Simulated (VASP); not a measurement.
# BaTiO3 (P1) in VASP: settings compared

BaTiO3 is run at these levels: PBE+U, PBE, RPBE; tasks: single point.

Everything below comes from runs of VASP 6.6.1. Logs are shortened: lines on timing, memory, paths and dates and some standing lists are left out, and cuts for length are marked.

## Step 1: The cell of the first run

The typed cell holds 5 atoms: a = 4.004 Å, b = 4.004 Å, c = 4.004 Å, α = 89.85°, β = 89.85°, γ = 89.85°.

## Step 2: Single point, PBE+U

The input, INCAR:

```
SYSTEM = BaTiO3
PREC = Accurate
ENCUT = 520
EDIFF = 1E-6
ISMEAR = -1
SIGMA = 0.05
LREAL = .False.
LASPH = .True.
NELM = 150
ALGO = Normal
ISIF = 2
LWAVE = .False.
LCHARG = .False.
LMAXMIX = 4
LDAU = .True.
LDAUTYPE = 2
LDAUL = -1 2 -1
LDAUU = 0 6 0
LDAUJ = 0 0 0
LDAUPRINT = 1
GGA = PE
NBANDS = 28
```

The input, KPOINTS:

```
Automatic mesh
0
Gamma
  7 7 7
  0 0 0
```

The input, POSCAR:

```
BaTiO3
1.0
    2.8276681600      1.6325549700      2.3177316100
   -2.8276681600      1.6325549700      2.3177316100
    0.0000000000     -3.2651099400      2.3177316100
Ba Ti O
1 1 3
Direct
    0.0334731600      0.9884685300      0.0018377600
    0.5061032600      0.5274847800      0.5372321600
    0.4862471500      0.4971470800      0.9711514600
    0.4740898700      0.9864150100      0.4720123700
    0.9787865600      0.4791845900      0.4964662400
```

Potentials or basis: VASP PAW PBE potentials, release 64 (Ba_sv, Ti_sv, O).

Run with:

```sh
$ cat potpaw_PBE.64/Ba_sv/POTCAR potpaw_PBE.64/Ti_sv/POTCAR potpaw_PBE.64/O/POTCAR > POTCAR
$ mpirun -np 1 vasp_std > vasp.out
```

OUTCAR:

```text
SYSTEM = BaTiO3
   PREC = Accurate
   ENCUT = 520
   EDIFF = 1E-6
   ISMEAR = -1
   LREAL = .False.
   LASPH = .True.
   NELM = 150
   ISIF = 2
   GGA = PE

 ion  position               nearest neighbor table
   1  0.033  0.988  0.002-   4 2.58   3 2.67   3 2.73   4 2.76   5 2.80   5 2.83   5 2.85   5 2.89
                             4 2.92   3 2.95   3 2.99   4 3.09   2 3.23   2 3.37   2 3.40   2 3.42
   2  0.506  0.527  0.537-   3 1.74   4 1.86   5 1.91   5 2.13   4 2.19   3 2.27   1 3.23   1 3.37
                             1 3.40   1 3.42   1 3.53   1 3.54   1 3.59   1 3.70
   3  0.486  0.497  0.971-   2 1.74   2 2.27   1 2.67   1 2.73   1 2.95   1 2.99
   4  0.474  0.986  0.472-   2 1.86   2 2.19   1 2.58   1 2.76   1 2.92   1 3.09
   5  0.979  0.479  0.496-   2 1.91   2 2.13   1 2.80   1 2.83   1 2.85   1 2.89

  LATTYP: Found a trigonal (rhomboedric) cell.
 ALAT       =     4.0041007441
 COS(alpha) =     0.0025827219

  Lattice vectors:

 A1 = (   2.8276681600,   1.6325549700,   2.3177316100)
 A2 = (  -2.8276681600,   1.6325549700,   2.3177316100)
 A3 = (   0.0000000000,  -3.2651099400,   2.3177316100)

Analysis of symmetry for initial positions (statically):
=====================================================================
 Subroutine PRICEL returns:
 Original cell was already a primitive cell.

 Routine SETGRP: Setting up the symmetry group for a
 trigonal (rhombohedral) supercell.

 Subroutine GETGRP returns: Found  1 space group operations
 (whereof  1 operations were pure point group operations)
 out of a pool of 12 trial point group operations.

The static configuration has the point symmetry C_1 .

Analysis of symmetry for dynamics (positions and initial velocities):
=====================================================================
 Subroutine PRICEL returns:
 Original cell was already a primitive cell.

 Routine SETGRP: Setting up the symmetry group for a
 trigonal (rhombohedral) supercell.

 Subroutine GETGRP returns: Found  1 space group operations
 (whereof  1 operations were pure point group operations)
 out of a pool of 12 trial point group operations.

The dynamic configuration has the point symmetry C_1 .

 Subroutine INISYM returns: Found  1 space group operations
 (whereof  1 operations are pure point group operations),
 and found     1 'primitive' translations

----------------------------------------------------------------------------------------

                                     Primitive cell

  volume of cell :      64.1964

  direct lattice vectors                    reciprocal lattice vectors
     2.827668160  1.632554970  2.317731610     0.176824143  0.102089467  0.143818780
    -2.827668160  1.632554970  2.317731610    -0.176824143  0.102089467  0.143818780
     0.000000000 -3.265109940  2.317731610     0.000000000 -0.204178934  0.143818780

  length of vectors
     4.004100744  4.004100744  4.004100740     0.249745628  0.249745628  0.249745628

  position of ions in fractional coordinates (direct lattice)
     0.033473160  0.988468530  0.001837760
     0.506103260  0.527484780  0.537232160
     0.486247150  0.497147080  0.971151460
     0.474089870  0.986415010  0.472012370
     0.978786560  0.479184590  0.496466240

  ion indices of the primitive-cell ions
   primitive index   ion index
                 1           1
                 2           2
                 3           3
                 4           4
                 5           5

----------------------------------------------------------------------------------------

 KPOINTS: Automatic mesh

Automatic generation of k-mesh.
 Grid dimensions read from file:
 generate k-points for:    7    7    7

 Generating k-lattice:

  Cartesian coordinates                     Fractional coordinates (reciprocal lattice)
     0.025260592  0.014584210  0.020545540     0.142857143 -0.000000000  0.000000000
    -0.025260592  0.014584210  0.020545540    -0.000000000  0.142857143  0.000000000
     0.000000000 -0.029168419  0.020545540     0.000000000  0.000000000  0.142857143

  Length of vectors
     0.035677947  0.035677947  0.035677947

  Shift w.r.t. Gamma in fractional coordinates (k-lattice)
     0.000000000  0.000000000  0.000000000

 Subroutine IBZKPT returns following result:
 ===========================================

 Found    172 irreducible k-points:

 Following reciprocal coordinates:
            Coordinates               Weight
  0.000000  0.000000  0.000000      1.000000
  0.142857  0.000000  0.000000      2.000000
  0.000000  0.142857  0.000000      2.000000
 -0.000000 -0.000000  0.142857      2.000000
  0.285714 -0.000000 -0.000000      2.000000
 -0.000000  0.285714 -0.000000      2.000000
[... 16 lines left out ...]
 -0.142857 -0.428571  0.000000      2.000000
  0.142857  0.000000  0.428571      2.000000
 [... further k-points ...]
   k-points           NKPTS =    172   k-points in BZ     NKDIM =    172   number of bands    NBANDS=     28
   number of dos      NEDOS =    301   number of ions     NIONS =      5
   total plane-waves  NPLWV =  27000
   dimension x,y,z NGX =    30 NGY =   30 NGZ =   30
   dimension x,y,z NGXF=    60 NGYF=   60 NGZF=   60
   ions per type =               1   1   3
   NGX,Y,Z   is equivalent  to a cutoff of  12.46, 12.46, 12.46 a.u.
   NGXF,Y,Z  is equivalent  to a cutoff of  24.91, 24.91, 24.91 a.u.
 SYSTEM =  BaTiO3
   PREC   = accura    normal or accurate (medium, high low for compatibility)
   ISTART =      0    job   : 0-new  1-cont  2-samecut
   ICHARG =      2    charge: 1-file 2-atom 10-const
   ISPIN  =      1    spin polarized calculation?
   LNONCOLLINEAR =      F non collinear calculations
   LSORBIT =      F    spin-orbit coupling
   LASPH  =      T    aspherical Exc in radial PAW
   ENCUT  =  520.0 eV  38.22 Ry    6.18 a.u.   7.44  7.44  7.44*2*pi/ulx,y,z
   NELM   =    150;   NELMIN=  2; NELMDL= -5     # of ELM steps
   EDIFF  = 0.1E-05   stopping-criterion for ELM
   LREAL  =      F    real-space projection
   EDIFFG = 0.1E-04   stopping-criterion for IOM
   NSW    =      0    number of steps for IOM
   IBRION =     -1    ionic relax: 0-MD 1-quasi-New 2-CG
   NFREE  =      0    steps in history (QN), initial steepest desc. (CG)
   ISIF   =      2    stress and relaxation
   ISYM   =      2    0-nonsym 1-usesym 2-fastsym
   POTIM  = 0.5000    time-step for ionic-motion
   TEBEG  =    0.0;   TEEND  =   0.0 temperature during run
   PSTRESS=    0.0 pullay stress
   NELECT =      40.0000    total number of electrons
   NUPDOWN=      -1.0000    fix difference up-down
   EMIN   =  10.00;   EMAX   =-10.00  energy-range for DOS
   EFERMI =   0.00;   METHOD = LEGACY
   ISMEAR =    -1;   SIGMA  =   0.05  broadening in eV -4-tet -1-fermi 0-gaus
   EFERMI_NEDOS =   21; number of points for ismear=-14 and -15
   IALGO  =     38    algorithm
   IMIX   =      4    mixing-type and parameters
     AMIX     =   0.40;   BMIX     =  1.00
     AMIX_MAG =   1.60;   BMIX_MAG =  1.00
  volume/ion in A,a.u.               =      12.84        86.64
  Fermi-wavevector in a.u.,A,eV,Ry     =   1.398271  2.642349 26.601582  1.955161
  Thomas-Fermi vector in A             =   2.521445
   LORBIT       =      0    0 simple, 1 ext, 2 COOP (PROOUT), +10 PAW based schemes
 LDA+U is selected, type is set to LDAUTYPE =  2
   angular momentum for each species LDAUL =    -1    2   -1
   U (eV)           for each species LDAUU =   0.0  6.0  0.0
   J (eV)           for each species LDAUJ =   0.0  0.0  0.0
   GGA     = PE    functional components
   LHFCALC =     F    Hartree Fock is set to
   AEXX    =    0.0000 exact exchange contribution
   IVDW    =     0    specifies the selected vdW correction
   LEPSILON=     F    determine dielectric tensor
   LRPA    =     F    only Hartree local field effects (RPA)
 non-spin polarized calculation
  energy-cutoff  :      520.00
  volume of cell :       64.20
 maximum number of plane-waves:      1752
 NGX is ok and might be reduce to    30
   NGX = 15   NGY = 15   NGZ = 15

atom =   2  type =  2  l = 2

 onsite density matrix

spin component  1

  0.1742 -0.0025  0.0064  0.0572  0.0028
 -0.0025  0.2096 -0.0018 -0.0033  0.0848
  0.0064 -0.0018  0.1098  0.0014  0.0093
  0.0572 -0.0033  0.0014  0.1767  0.0002
  0.0028  0.0848  0.0093  0.0002  0.1775

spin component  2

  0.1742 -0.0025  0.0064  0.0572  0.0028
 -0.0025  0.2096 -0.0018 -0.0033  0.0848
  0.0064 -0.0018  0.1098  0.0014  0.0093
  0.0572 -0.0033  0.0014  0.1767  0.0002
  0.0028  0.0848  0.0093  0.0002  0.1775

 occupancies and eigenvectors

  o =  0.1000  v =  0.0643 -0.4603 -0.6658 -0.0576  0.5809  0.0000  0.0000  0.0000  0.0000  0.0000      0.0000  0.0000  0.0000  0.0000  0.0000  0.0000  0.0000  0.0000  0.0000  0.0000
  o =  0.1000  v =  0.0000  0.0000  0.0000  0.0000  0.0000  0.0643 -0.4603 -0.6658 -0.0576  0.5809      0.0000  0.0000  0.0000  0.0000  0.0000  0.0000  0.0000  0.0000  0.0000  0.0000
  o =  0.1139  v = -0.4654 -0.3706  0.5539  0.3913  0.4314  0.0000  0.0000  0.0000  0.0000  0.0000      0.0000  0.0000  0.0000  0.0000  0.0000  0.0000  0.0000  0.0000  0.0000  0.0000
  o =  0.1139  v =  0.0000  0.0000  0.0000  0.0000  0.0000 -0.4654 -0.3706  0.5539  0.3913  0.4314      0.0000  0.0000  0.0000  0.0000  0.0000  0.0000  0.0000  0.0000  0.0000  0.0000
  o =  0.1209  v =  0.0000  0.0000  0.0000  0.0000  0.0000  0.5386 -0.2440  0.4970 -0.5798  0.2592      0.0000  0.0000  0.0000  0.0000  0.0000  0.0000  0.0000  0.0000  0.0000  0.0000
  o =  0.1209  v =  0.5386 -0.2440  0.4970 -0.5798  0.2592  0.0000  0.0000  0.0000  0.0000  0.0000      0.0000  0.0000  0.0000  0.0000  0.0000  0.0000  0.0000  0.0000  0.0000  0.0000
  o =  0.2331  v =  0.0000  0.0000  0.0000  0.0000  0.0000 -0.6992 -0.0030 -0.0477 -0.7115 -0.0502      0.0000  0.0000  0.0000  0.0000  0.0000  0.0000  0.0000  0.0000  0.0000  0.0000
  o =  0.2331  v = -0.6992 -0.0030 -0.0477 -0.7115 -0.0502  0.0000  0.0000  0.0000  0.0000  0.0000      0.0000  0.0000  0.0000  0.0000  0.0000  0.0000  0.0000  0.0000  0.0000  0.0000
  o =  0.2800  v =  0.0000  0.0000  0.0000  0.0000  0.0000  0.0176 -0.7689 -0.0260  0.0326 -0.6378      0.0000  0.0000  0.0000  0.0000  0.0000  0.0000  0.0000  0.0000  0.0000  0.0000
  o =  0.2800  v =  0.0176 -0.7689 -0.0260  0.0326 -0.6378  0.0000  0.0000  0.0000  0.0000  0.0000      0.0000  0.0000  0.0000  0.0000  0.0000  0.0000  0.0000  0.0000  0.0000  0.0000

 number of electron      40.0000001 magnetization

 Free energy of the ion-electron system (eV)
  ---------------------------------------------------
  ext. energy  EPLUGINS =         0.00000000
  ---------------------------------------------------
  free energy    TOTEN  =       -35.41698010 eV

  energy without entropy =      -35.41698010  energy(sigma->0) =      -35.41698010

 E-fermi :   4.9742     XC(G=0): -11.2212

 val. band max:        3.9203560660   @ k =  -0.4286   0.4286  -0.2857
 cond. band min:       7.3411411435   @ k =   0.0000   0.0000   0.0000
 fundamental gap:      3.4207850775
 Fermi energy:         4.9742335782

 k-point     1 :       0.0000    0.0000    0.0000
  band No.  band energies     occupation
      1     -53.6527      2.00000
      2     -29.9760      2.00000
      3     -29.8480      2.00000
      4     -29.8175      2.00000
      5     -20.8648      2.00000
      6     -13.0129      2.00000
[... 20 lines left out ...]
     27       9.2063      0.00000
     28      11.0954      0.00000

 k-point     2 :       0.1429    0.0000    0.0000
  band No.  band energies     occupation
      1     -53.6525      2.00000
      2     -29.9757      2.00000
      3     -29.8477      2.00000
      4     -29.8256      2.00000
      5     -20.8426      2.00000
      6     -13.0513      2.00000
[... 20 lines left out ...]
     27       9.5717      0.00000
     28      11.5641      0.00000

 k-point     3 :       0.0000    0.1429    0.0000
  band No.  band energies     occupation
      1     -53.6525      2.00000
      2     -29.9757      2.00000
      3     -29.8560      2.00000
      4     -29.8172      2.00000
      5     -20.8423      2.00000
      6     -13.0357      2.00000
[... 616 lines left out ...]
      3     -29.8875      2.00000
      4     -29.8237      2.00000
      5     -20.7340      2.00000
      6     -13.1609      2.00000
[... 20 lines left out ...]
     27      11.7026      0.00000
     28      12.7290      0.00000

 k-point    24 :       0.1429    0.0000    0.4286
  band No.  band energies     occupation
      1     -53.6516      2.00000
      2     -30.0177      2.00000
      3     -29.8459      2.00000
      4     -29.8236      2.00000
      5     -20.7324      2.00000
      6     -13.0115      2.00000
[... 20 lines left out ...]
     27      11.6980      0.00000
     28      12.5042      0.00000

 [... further k-points ...]

------------------------ aborting loop because EDIFF is reached ----------------------------------------

  FORCE on cell =-STRESS in cart. coord.  units (eV):
  Direction    XX          YY          ZZ          XY          YZ          ZX
  --------------------------------------------------------------------------------------
  -------------------------------------------------------------------------------------
  Total        5.9919173      8.3823137      6.4466689     -0.1370263     -2.2333740     -0.1040372
  in kB      149.5428818    209.2010406    160.8923153     -3.4198239    -55.7392847     -2.5965021
  external PRESSURE =     173.2120792 kB  Pullay stress =       0.0000000 kB

 VOLUME and BASIS-vectors are now :
 -----------------------------------------------------------------------------
  energy-cutoff  :      520.00
  volume of cell :       64.20
      direct lattice vectors                 reciprocal lattice vectors
     2.827668160  1.632554970  2.317731610     0.176824143  0.102089467  0.143818780
    -2.827668160  1.632554970  2.317731610    -0.176824143  0.102089467  0.143818780
     0.000000000 -3.265109940  2.317731610     0.000000000 -0.204178934  0.143818780

 POSITION                                       TOTAL-FORCE (eV/Angst)
 -----------------------------------------------------------------------------------
     -2.70041      1.66238      2.37285        -1.326413     -0.429658     -0.239710
     -0.06046     -0.06673      3.64074         1.170826      2.232632     -3.306328
     -0.03082     -1.56547      4.53011         0.188920     -2.630844      1.822901
     -1.44869      0.84318      4.47906        -0.397481      0.263643      1.130578
      1.41271      0.75920      4.52986         0.364147      0.564227      0.592559
 -----------------------------------------------------------------------------------
    total drift:                                0.000183     -0.000505      0.000544

  FREE ENERGIE OF THE ION-ELECTRON SYSTEM (eV)
  ---------------------------------------------------
  free  energy   TOTEN  =       -35.4169801013 eV

  energy  without entropy=      -35.4169801012  energy(sigma->0) =      -35.41698010
```

Wall time 4.9 min (1 thread of Intel Xeon Platinum 8259CL at 2.50GHz (Skylake/Cascade Lake), shared host); peak memory 0.4 GiB.

Results:

| Item | Value |
| --- | --- |
| Free energy | -35.4170 eV |
| Pressure | 17.3 GPa |
| Largest force | 4.158 eV/Å |
| Band gap on the k mesh | 3.42 eV (least direct gap 3.94 eV) |

Forces on the atoms (eV/Å):
```
Ba  -1.326 -0.430 -0.240
Ti   1.171  2.233 -3.306
O    0.189 -2.631  1.823
O   -0.397  0.264  1.131
O    0.364  0.564  0.593
```

Eigenvalues of the final occupation matrices:
```csv
site,spin,trace,eigenvalues
site 2 d,1,0.85,0.10 0.11 0.12 0.23 0.28
site 2 d,2,0.85,0.10 0.11 0.12 0.23 0.28
```

Caveat: the cell stands under pressure; spin-orbit coupling is left out, which moves the levels of the heavy elements; an odd mesh through Γ misses points on the zone boundary, where band edges can lie; forces of over 1 eV/Å act on the atoms, so gaps and moduli don't describe the material at rest.

## Step 3: Single point, PBE+U

The input, INCAR:

```
PREC = Accurate ; ENCUT = 520
EDIFF = 1E-7 ; ISMEAR = -1
SIGMA = 0.05 ; LREAL = F
LASPH = T ; NELM = 150
ALGO = Normal ; ISIF = 2
LWAVE = F ; LCHARG = F
LMAXMIX = 4 ; LDAU = T
LDAUTYPE = 2 ; LDAUL = -1 2 -1
LDAUU = 0 2 0 ; LDAUJ = 0 0 0
LDAUPRINT = 1 ; GGA = PE
NBANDS = 28
```

The input, KPOINTS:

```
regular mesh
0
Gamma
  7 7 7
```

POSCAR is that of step 2.

Potentials or basis: VASP PAW PBE potentials, release 64 (Ba_sv, Ti_sv, O).

Run with:

```sh
$ cat potpaw_PBE.64/Ba_sv/POTCAR potpaw_PBE.64/Ti_sv/POTCAR potpaw_PBE.64/O/POTCAR > POTCAR
$ mpirun -np 1 vasp_std > vasp.out
```

Run time: 3.7 min. Hardware: 1 thread of AMD EPYC 9R14 (Zen 4), shared host; peak memory 0.37 GiB.

Results (log left out):

* Free energy: -38.2352 eV
* Pressure: 13.3 GPa
* Largest force: 2.898 eV/Å
* Band gap on the k mesh: 2.95 eV (least direct gap 3.50 eV)

Forces in eV/Å, atoms in the order of the input:
```
Ba  -1.294 -0.413 -0.261
Ti   1.009  1.761 -2.069
O    0.172 -1.696  1.215
O    0.080 -0.034  0.786
O    0.034  0.382  0.330
```

Stress tensor (GPa, compression positive):
```
11.04 -0.05 -0.26
-0.05 15.92 -4.99
-0.26 -4.99 12.97
```

Levels at points of the mesh, in eV from the valence-band top:
```tsv
k point	band 17	band 18	band 19	band 20	band 21	band 22	band 23	band 24
(0.00, 0.00, 0.00)	-1.17	-0.69	-0.61	-0.55	2.95	3.19	3.49	4.83
```

Eigenvalues of the final occupation matrices:
```csv
site,spin,trace,eigenvalues
site 2 d,1,0.92,0.12 0.13 0.14 0.24 0.29
site 2 d,2,0.92,0.12 0.13 0.14 0.24 0.29
```

Caveat: the cell stands under pressure; spin-orbit coupling is left out, which moves the levels of the heavy elements; an odd mesh through Γ misses points on the zone boundary, where band edges can lie; forces of over 1 eV/Å act on the atoms, so gaps and moduli don't describe the material at rest.

## Step 4: Single point, PBE (13.61 Å³/atom)

This run uses another cell than the first one, of 13.61 Å³/atom.

The input, INCAR:

```
SYSTEM = BaTiO3
ALGO = Normal
EDIFF = 1E-6
ENCUT = 520
GGA = PE
ISIF = 2
ISMEAR = -1
LASPH = .TRUE.
LCHARG = .TRUE.
LELF = .TRUE.
LREAL = .FALSE.
LVHAR = .TRUE.
LWAVE = .FALSE.
NBANDS = 28
NELM = 80
PREC = Accurate
SIGMA = 0.05
```

The input, KPOINTS:

```
k-points
0
G
  7 7 7
  0 0 0
```

Edit POSCAR of step 3 so:

```diff
@@ -2,5 +2,5 @@
 1.0
-    2.8276681600      1.6325549700      2.3177316100
-   -2.8276681600      1.6325549700      2.3177316100
-    0.0000000000     -3.2651099400      2.3177316100
+    2.8831267135      1.6645739807      2.3631888685
+   -2.8831267135      1.6645739807      2.3631888685
+    0.0000000000     -3.3291479614      2.3631888685
 Ba Ti O
```

Run with:

```sh
$ cat potpaw_PBE.64/Ba_sv/POTCAR potpaw_PBE.64/Ti_sv/POTCAR potpaw_PBE.64/O/POTCAR > POTCAR
$ mpirun -np 1 vasp_std > vasp.out
```

Wall time 3.1 min (1 thread of Intel Xeon Platinum 8559C (Emerald Rapids), shared host); peak memory 0.41 GiB.

It converged, with:

| Item | Value |
| --- | --- |
| Free energy | -39.8728 eV |
| Pressure | 1.2 GPa |
| Largest force | 1.513 eV/Å |
| Band gap on the k mesh | 2.58 eV (least direct gap 3.14 eV) |

Forces in eV/Å, atoms in the order of the input:
```
Ba  -1.029 -0.337 -0.135
Ti   0.765  1.113 -0.682
O    0.058 -0.464  0.424
O    0.594 -0.437  0.305
O   -0.388  0.124  0.089
```

Stress tensor (GPa, compression positive):
```
-0.87  0.29 -0.34
 0.29  2.42 -3.76
-0.34 -3.76  2.00
```

Levels at points of the mesh, in eV from the valence-band top:
```tsv
k point	band 17	band 18	band 19	band 20	band 21	band 22	band 23	band 24
(0.00, 0.00, 0.00)	-1.10	-0.71	-0.64	-0.56	2.58	2.82	3.11	4.39
```

Caveat: spin-orbit coupling is left out, which moves the levels of the heavy elements; an odd mesh through Γ misses points on the zone boundary, where band edges can lie; forces of over 1 eV/Å act on the atoms, so gaps and moduli don't describe the material at rest.

(Part 1 of 2 ends here.)
